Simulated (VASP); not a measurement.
Runs of VASP 6.6.1 on MgO. The structure is that of space group Fm-3m (No. 225), or close to it. The cells are those of the table. 

```tsv
task	cell	k mesh	smearing	gap on the mesh (eV)	pressure (GPa)	relaxed volume (Å³/atom)
single point	a = 3.020 Å, angles 60.0°, 2 atoms	8 × 8 × 8	gaussian 0.1 eV	4.27	-13.5	-
single point	a = 2.942 Å, angles 60.0°, 2 atoms	10 × 10 × 10	gaussian 0.02 eV	5.03	(a)	-
relaxation of cell and atoms	relaxed from a = 2.944 Å, angles 60.0°, 2 atoms	10 × 10 × 10	gaussian 0.02 eV	(b)	0.0	8.89
single point	a = 2.944 Å, angles 60.0°, 2 atoms	8 × 8 × 8	gaussian 0.1 eV	5.00	-2.5	-
relaxation of cell and atoms	relaxed from a = 3.020 Å, angles 60.0°, 2 atoms	8 × 8 × 8	gaussian 0.1 eV	5.16	0.0	8.89
```

Alike in all rows: level LDA; potentials or basis VASP PAW LDA potentials, release 64 (Mg, O); no spin polarisation; cutoff (eV) 600.

Question: Fill in the values left out.

Answer: (a) -2.1; (b) 5.15.

Caveats: the cell stands under tension (at least some runs).

